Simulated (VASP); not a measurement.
Write the native input for VASP 6.6.1 that does the following.

- Task: single point
- Functional: LDA
- Potentials or basis: VASP PAW LDA potentials, release 64 (Mn_sv, O)
- Cutoff: 700 eV
- k mesh: 11 × 11 × 11
- Occupations: fermi-dirac, width 0.05 eV
- Spin: collinear spin, ferromagnetic start
- Starting moments: [4.0, 0.0, 0.0] μB
- Dipole correction: no
- Further INCAR settings: ALGO = Normal; EDIFF = 1e-06; NBANDS = 24

The structure of MnO2 lies in POSCAR:

```
MnO2
1.0
    1.4188477395      0.8191721243      4.5531659587
   -1.4188477395      0.8191721243      4.5531659587
    0.0000000000     -1.6383442487      4.5531659587
Mn O
1 2
Direct
    0.0000000000      0.0000000000      0.0000000000
    0.7356355100      0.7356355100      0.7356355100
    0.2643644900      0.2643644900      0.2643644900
```

The input as run:

INCAR

```
ALGO = Normal
EDIFF = 1E-6
ENCUT = 700
GGA_COMPAT = False
ISIF = 2
ISMEAR = -1
ISPIN = 2
LASPH = True
LCHARG = False
LMAXMIX = 4
LORBIT = 11
LREAL = False
LWAVE = False
MAGMOM = 4 0 0
NBANDS = 24
NELM = 200
PREC = Accurate
SIGMA = 0.05
```

KPOINTS

```
k-points
0
Gamma
  11 11 11
```

Potentials or basis: VASP PAW LDA potentials, release 64 (Mn_sv, O).

The run is started by

```sh
$ cat potpaw_LDA.64/Mn_sv/POTCAR potpaw_LDA.64/O/POTCAR > POTCAR
$ mpirun -np 1 vasp_std > vasp.out
```

Results of the run:

```yaml
Pressure: -4.8 GPa
Largest_force: 0.241 eV/Å
Band_gap_on_the_k_mesh: 0.29 eV (least direct gap 0.33 eV)
Net_moment: 3.00 μB per cell
Site_moments: Mn +2.66; O +0.07 μB
Valence_electrons_inside_the_program's_atomic_spheres: Mn 12.83; O 4.98
```

Caveat: the cell stands under tension; a cell with one magnetic atom can't hold antiferromagnetic order, which such compounds often take.

It took 16 min on 1 thread of Intel(R) Xeon(R) Platinum 8488C (Sapphire Rapids), with other jobs on the host, peak memory 0.39 GiB.
